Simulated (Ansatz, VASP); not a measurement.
# Si5Te: VASP beside Ansatz

```xyz
6
Lattice="0.0000 3.9246 3.9246 3.9246 0.0000 3.9246 3.9246 3.9246 0.0000" Properties=species:S:1:pos:R:3 pbc="T T T"
Si    1.9623    1.9623    1.9623
Si    4.8938    2.9555    2.9555
Si    4.8938    4.8938    4.8938
Si    2.9555    2.9555    4.8938
Si    2.9555    4.8938    2.9555
Te    0.0000    0.0000    0.0000
```

Change from the starting cell: species swapped into the ZrNi5 type (F-43m, No. 216).

Alike in both runs: task single point; functional PBE; k mesh 4 × 4 × 4; occupations gaussian, width 0.1 eV; no spin polarisation.

|  | VASP | Ansatz |
| --- | --- | --- |
| version | VASP 6.6.1 | Ansatz 0.2.0 |
| potentials or method | VASP PAW PBE potentials, release 64 (Si, Te), cutoff 500 eV | scalar-relativistic, plane waves, PAW |
| valence electrons in the cell | 26 | 36 |

```csv
,VASP,Ansatz,Ansatz less VASP
gap on the k mesh at the Fermi level (eV),none,none,-
pressure (GPa),-6.6,-6.6,+0.02
rms of the force components (eV/Å),0.080,0.080,0.0000
```

Atom by atom the forces differ by 0.000 eV/Å (rms over components). A gap of «none» marks a metal or a gap that the smearing closes. VASP's potentials hold 26 valence electrons a cell and Ansatz's 36, so a difference there can come from the potentials and not from the codes.

Spin-orbit coupling is off throughout.
